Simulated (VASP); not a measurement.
Here is a VASP 6.6.1 calculation.

Contents of INCAR:

```
PREC = Accurate
ENCUT = 500
EDIFF = 1E-6
ISMEAR = 0
SIGMA = 0.13605693122994
LREAL = False
LASPH = True
NELM = 120
ALGO = Normal
ISIF = 2
LWAVE = False
LCHARG = True
LELF = True
LVHAR = True
NBANDS = 17
GGA_COMPAT = False
```

KPOINTS

```
Automatic mesh
0
Gamma
  5 5 5
```

File POSCAR:

```
PbS
1.0
    2.1126617058      1.2197458045      3.4519162518
   -2.1126617058      1.2197458045      3.4519162518
    0.0000000000     -2.4394916091      3.4519162518
Pb S
1 1
Direct
    0.9805657800      0.9805657800      0.9805657800
    0.4750355500      0.4750355500      0.4750355500
```

Potentials or basis: VASP PAW LDA potentials, release 64 (Pb_d, S).

Command:

```bash
$ cat potpaw_LDA.64/Pb_d/POTCAR potpaw_LDA.64/S/POTCAR > POTCAR
$ mpirun -np 1 vasp_std > vasp.out
```

(1) What does it give for the pressure?

(2) What does it give for the largest force?

## Answers

(1) -3.9 GPa.

(2) 0.006 eV/Å.

Caveat: the cell stands under tension.
